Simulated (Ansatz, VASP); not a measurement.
## Two plane-wave programs on Nb2H3

```
Nb H
1.0
     1.47282    0.85033    7.58795
    -1.47282    0.85033    7.58795
     0.00000   -1.70067    7.58795
Nb H
2 3
Direct
  0.39034 0.39034 0.39034
  0.60966 0.60966 0.60966
  0.00000 0.00000 0.00000
  0.22873 0.22873 0.22873
  0.77127 0.77127 0.77127
```

Alike in both runs: functional PBE; k mesh 12 × 12 × 12; occupations gaussian, width 0.1 eV; no spin polarisation.

Ansatz relaxed the structure, and its values are those at the end. VASP's run is a single point on that final structure, the one shown.

```csv
,VASP,Ansatz
version,VASP 6.6.1,Ansatz 0.2.0
potentials or method,"VASP PAW PBE potentials, release 64 (Nb_sv, H), cutoff 520 eV","scalar-relativistic, plane waves, PAW"
valence electrons in the cell,29,29
```

|  | VASP | Ansatz | Ansatz less VASP |
| --- | --- | --- | --- |
| gap on the k mesh at the Fermi level (eV) | none | none | - |
| pressure (GPa) | -0.3 | 0.0 | +0.34 |
| rms of the force components (eV/Å) | 0.005 | 0.000 | -0.0049 |

A gap of «none» marks a metal or a gap that the smearing closes.
